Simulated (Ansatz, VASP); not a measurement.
Li3TlF2: VASP beside Ansatz

File INCAR:

```
ALGO     = Normal         # electronic algorithm
EDIFF    = 1E-6           # SCF threshold, eV
ENCUT    = 750            # plane-wave cutoff, eV
GGA      = PE             # functional
GGA_COMPAT= F            
ISIF     = 2              # what is computed and relaxed
ISMEAR   = 0              # smearing method
LASPH    = T              # aspherical terms in the spheres
LCHARG   = F              # write CHGCAR
LREAL    = F              # projectors in reciprocal space
LWAVE    = F              # write WAVECAR
NBANDS   = 27             # bands
NELM     = 120            # most SCF steps
PREC     = Accurate       # precision mode
SIGMA    = 0.1            # smearing width, eV
```

Contents of KPOINTS:

```
k-points
0
Gamma
  4 4 4
```

File POSCAR:

```
Li3TlF2
1.0
    3.3462071100      1.9319335800      2.7321666700
   -3.3462071100      1.9319335800      2.7321666700
    0.0000000000     -3.8638671500      2.7321666700
Li Tl F
3 1 2
Direct
    0.5000000000      0.5000000000      0.0000000000
    0.5000000000      0.0000000000      0.5000000000
    0.0000000000      0.5000000000      0.5000000000
    0.0000000000      0.0000000000      0.0000000000
    0.7500000000      0.7500000000      0.7500000000
    0.2500000000      0.2500000000      0.2500000000
```

Input for Ansatz:

```yaml
crystal:
  lattice:
    - [3.34620711, 1.93193358, 2.73216667]
    - [-3.34620711, 1.93193358, 2.73216667]
    - [0.0, -3.86386715, 2.73216667]
  atoms:
    - { symbol: Li, position: [0.5, 0.5, 0.0] }
    - { symbol: Li, position: [0.5, 0.0, 0.5] }
    - { symbol: Li, position: [0.0, 0.5, 0.5] }
    - { symbol: Tl, position: [0.0, 0.0, 0.0] }
    - { symbol: F, position: [0.75, 0.75, 0.75] }
    - { symbol: F, position: [0.25, 0.25, 0.25] }
basis:
  ecutwfc: 420
kpoints:
  mp_grid: { grid: [4, 4, 4] }
hamiltonian:
  xc: pbe
scf:
  occupations: { method: gaussian, width: 0.1 }
  lower_state_search: "off"
output:
  forces: true
  stress: true
  eigenvalues: true
```

Alike in both runs: task single point; functional PBE; k mesh 4 × 4 × 4; occupations gaussian, width 0.1 eV; no spin polarisation.

|  | VASP | Ansatz |
| --- | --- | --- |
| version | VASP 6.6.1 | Ansatz 0.2.0 |
| potentials or method | VASP PAW PBE potentials, release 64 (Li_sv, Tl_d, F), cutoff 750 eV | scalar-relativistic, plane waves, PAW |
| valence electrons in the cell | 36 | 36 |

```csv
,VASP,Ansatz,Ansatz less VASP
gap on the k mesh at the Fermi level (eV),none,none,-
pressure (GPa),9.5,9.6,+0.10
"traceless stress, the component that is largest in VASP (GPa)",24.51,24.24,-0.275
rms of the force components (eV/Å),1.976,1.954,-0.0216
```

Atom by atom the forces differ by 0.022 eV/Å (rms over components). A gap of «none» marks a metal or a gap that the smearing closes.

Spin-orbit coupling is off throughout.
